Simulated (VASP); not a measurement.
Here is a VASP 6.6.1 calculation.

INCAR

```
PREC     = Accurate       # precision mode
ENCUT    = 520            # plane-wave cutoff, eV
EDIFF    = 1E-6           # SCF threshold, eV
ISMEAR   = 0              # smearing method
SIGMA    = 0.15           # smearing width, eV
LREAL    = False          # projectors in reciprocal space
LASPH    = True           # aspherical terms in the spheres
NELM     = 100            # most SCF steps
ALGO     = Normal         # electronic algorithm
ISIF     = 2              # what is computed and relaxed
LWAVE    = False          # write WAVECAR
LCHARG   = True           # write CHGCAR
GGA      = PE             # functional
LELF     = True           # ELF
LVHAR    = True         
NBANDS   = 15             # bands
```

KPOINTS

```
Automatic mesh
0
Gamma
  18 18 18
```

The input POSCAR:

```
ZrC
1.0
    0.0000000000      2.3502100000      2.3502100000
    2.3502100000      0.0000000000      2.3502100000
    2.3502100000      2.3502100000      0.0000000000
Zr C
1 1
Direct
    0.5000000000      0.5000000000      0.5000000000
   -0.0159560210     -0.0159560210      0.0159560210
```

Potentials or basis: VASP PAW PBE potentials, release 64 (Zr_sv, C).

Command:

```bash
$ cat potpaw_PBE.64/Zr_sv/POTCAR potpaw_PBE.64/C/POTCAR > POTCAR
$ mpirun -np 1 vasp_std > vasp.out
```

Problem. What does it give for the band gap on the k mesh?

Solution. Zero (bands 8 and 9 overlap by 1.15 eV).

Problem. What does it give for the largest force?

Solution. 0.516 eV/Å.

Problem. Estimate the pressure.

Solution. 1.9 GPa.

Forces in eV/Å, atoms in the order of the input:
```
Zr   0.000  0.000 -0.516
C    0.000  0.000  0.516
```

Caveat: the cell differs from its parent crystal (all C atoms moved +0.075 Å, as atom 2 towards its neighbour atom 1 (Zr) at 2.350 Å).
